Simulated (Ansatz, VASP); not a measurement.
## Two plane-wave programs on ZnRuC6N6

File INCAR:

```
SYSTEM = ZnRuC6N6
PREC = Accurate
ENCUT = 520
EDIFF = 1E-6
ISMEAR = 0
SIGMA = 0.1
LREAL = .FALSE.
LASPH = .TRUE.
NELM = 150
ALGO = Normal
ISIF = 2
LWAVE = .FALSE.
LCHARG = .TRUE.
ISPIN = 2
MAGMOM = 0 1 0 0 0 0 0 0 0 0 0 0 0 0
LORBIT = 11
LMAXMIX = 4
GGA = PE
LELF = .TRUE.
LVHAR = .TRUE.
NBANDS = 57
```

The input KPOINTS:

```
Automatic mesh
0
G
  4 4 4
  0 0 0
```

POSCAR

```
ZnRuC6N6
1.0
    0.0000000000      5.0735000000      5.0735000000
    5.0735000000      0.0000000000      5.0735000000
    5.0735000000      5.0735000000      0.0000000000
Zn Ru C N
1 1 6 6
Direct
    0.5000000000      0.5000000000      0.5000000000
    0.0000000000      0.0000000000      0.0000000000
    0.8131467400      0.1868532600      0.1868532600
    0.1868532600      0.8131467400      0.1868532600
    0.1868532600      0.1868532600      0.8131467400
    0.1868532600      0.8131467400      0.8131467400
    0.8131467400      0.1868532600      0.8131467400
    0.8131467400      0.8131467400      0.1868532600
    0.6978417300      0.3021582700      0.3021582700
    0.3021582700      0.6978417300      0.3021582700
    0.3021582700      0.3021582700      0.6978417300
    0.3021582700      0.6978417300      0.6978417300
    0.6978417300      0.3021582700      0.6978417300
    0.6978417300      0.6978417300      0.3021582700
```

Input for Ansatz:

```yaml
crystal:
  lattice:
    - [0.0, 5.0735, 5.0735]
    - [5.0735, 0.0, 5.0735]
    - [5.0735, 5.0735, 0.0]
  atoms:
    - { symbol: Zn, position: [0.5, 0.5, 0.5] }
    - { symbol: Ru, position: [0.0, 0.0, 0.0], spin: 1.0 }
    - { symbol: C, position: [0.81314674, 0.18685326, 0.18685326] }
    - { symbol: C, position: [0.18685326, 0.81314674, 0.18685326] }
    - { symbol: C, position: [0.18685326, 0.18685326, 0.81314674] }
    - { symbol: C, position: [0.18685326, 0.81314674, 0.81314674] }
    - { symbol: C, position: [0.81314674, 0.18685326, 0.81314674] }
    - { symbol: C, position: [0.81314674, 0.81314674, 0.18685326] }
    - { symbol: "N", position: [0.69784173, 0.30215827, 0.30215827] }
    - { symbol: "N", position: [0.30215827, 0.69784173, 0.30215827] }
    - { symbol: "N", position: [0.30215827, 0.30215827, 0.69784173] }
    - { symbol: "N", position: [0.30215827, 0.69784173, 0.69784173] }
    - { symbol: "N", position: [0.69784173, 0.30215827, 0.69784173] }
    - { symbol: "N", position: [0.69784173, 0.69784173, 0.30215827] }
basis:
  ecutwfc: 420
kpoints:
  mp_grid: { grid: [4, 4, 4] }
hamiltonian:
  xc: pbe
scf:
  occupations: { method: gaussian, width: 0.1 }
  lower_state_search: "off"
output:
  forces: true
  stress: true
  eigenvalues: true
  populations: true
magnetization:
  spin_polarized: true
```

Alike in both runs: task single point; functional PBE; k mesh 4 × 4 × 4; occupations gaussian, width 0.1 eV; collinear spin.

```csv
,VASP,Ansatz
version,VASP 6.6.1,Ansatz 0.2.0
potentials or method,"VASP PAW PBE potentials, release 64 (Zn, Ru_pv, C, N), cutoff 520 eV","scalar-relativistic, plane waves, PAW"
valence electrons in the cell,80,82
```

|  | VASP | Ansatz | Ansatz less VASP |
| --- | --- | --- | --- |
| gap on the k mesh at the Fermi level (eV) | none | none | - |
| pressure (GPa) | 11.6 | 11.3 | -0.35 |
| rms of the force components (eV/Å) | 1.000 | 1.180 | +0.1795 |
| net moment per atom (μB) | 0.14 | 0.14 | 0.000 |
| size of the moment on the site where the two differ most (μB) | 0.91 | 0.62 | -0.290 |

Site moments also hang on the region over which each program counts them. Atom by atom the forces differ by 0.201 eV/Å (rms over components). A gap of «none» marks a metal or a gap that the smearing closes. With one functional, cell and mesh, what is left measures potentials, basis and numerics. VASP's potentials hold 80 valence electrons a cell and Ansatz's 82, so a difference there can come from the potentials and not from the codes.

Noted on VASP's run: the standard files for N, O and F lose accuracy on very short bonds.
